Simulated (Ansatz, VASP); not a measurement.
Cu: VASP beside Ansatz

```
Cu
1.0
     2.53058    0.00000    0.00000
    -1.26529    2.19155    0.00000
     0.00000    0.00000    4.12954
Cu
2
Direct
  0.33333 0.66667 0.25000
  0.66667 0.33333 0.75000
```

Alike in both runs: functional r2SCAN; k mesh 18 × 18 × 10; occupations gaussian, width 0.1 eV; no spin polarisation.

Ansatz relaxed the structure, and its values are those at the end. VASP's run is a single point on that final structure, the one shown.

|  | VASP | Ansatz |
| --- | --- | --- |
| version | VASP 6.6.1 | Ansatz 0.2.0 |
| potentials or method | VASP PAW PBE potentials, release 64 (Cu), cutoff 520 eV | scalar-relativistic, plane waves, PAW |
| valence electrons in the cell | 22 | 38 |

```csv
,VASP,Ansatz,Ansatz less VASP
gap on the k mesh at the Fermi level (eV),none,none,-
pressure (GPa),0.8,0.0,-0.79
```

VASP's potentials were made for PBE, not for r2SCAN. A gap of «none» marks a metal or a gap that the smearing closes. The functional is the same, so the differences come from potentials, cutoffs and numerics. VASP's potentials hold 22 valence electrons a cell and Ansatz's 38, so a difference there can come from the potentials and not from the codes.
